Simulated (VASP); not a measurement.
## Sc2InAs3: single point with PBE

Crystal: Sc2InAs3.

```
Sc In As
1.0
     2.94525    1.70044    4.86097
    -2.94525    1.70044    4.86097
     0.00000   -3.40088    4.86097
Sc In As
2 1 3
Direct
  0.62221 0.62221 0.62221
  0.37779 0.37779 0.37779
  0.00000 0.00000 0.00000
  0.50000 0.00000 0.00000
  0.00000 0.50000 0.00000
  0.00000 0.00000 0.50000
```

```json
{
 "Program": "VASP 6.6.1",
 "Task": "single point",
 "Functional": "PBE",
 "Potentials or basis": "VASP PAW PBE potentials, release 64 (Sc_sv, In_d, As)",
 "Cutoff": "520 eV",
 "k mesh": "6 × 6 × 6",
 "Occupations": "gaussian, width 0.1 eV",
 "Spin": "no spin polarisation",
 "Dipole correction": "no",
 "Further INCAR settings": "ALGO = Normal; EDIFF = 1e-06; NBANDS = 34"
}
```

```json
{
 "Pressure": "-5.9 GPa",
 "Largest force": "0.109 eV/Å",
 "Band gap on the k mesh": "zero (band 25 reaches 5.52 eV, above the bottom of band 26 at 4.53 eV)"
}
```

Forces in eV/Å, atoms in the order of the input:
```
Sc   0.000  0.000 -0.109
Sc   0.000  0.000  0.109
In   0.000  0.000  0.000
As   0.000  0.000  0.000
As   0.000  0.000  0.000
As   0.000  0.000  0.000
```

Stress tensor (GPa, compression positive):
```
-6.43  0.00  0.00
 0.00 -6.43  0.00
 0.00  0.00 -4.99
```

Levels at points of the mesh, in eV from the Fermi level:
```
           k point  band 23  band 24  band 25  band 26  band 27  band 28
(0.00, 0.00, 0.00)    -2.84    -0.80     0.31     0.31     0.81     1.51
(0.50, 0.00, 0.00)    -1.66    -1.22    -0.69    -0.68    -0.08     0.97
(0.50, 0.50, 0.00)    -1.35    -1.10    -0.26    -0.14     0.10     0.14
(0.50, 0.50, 0.50)    -0.70    -0.34    -0.34     1.04     1.04     1.06
```

Wall time 4.7 min on 1 thread of Intel Xeon 6975P-C, on a shared host, peak memory 0.41 GiB.

Caveat: spin-orbit coupling is left out, which moves the levels of the heavy elements.
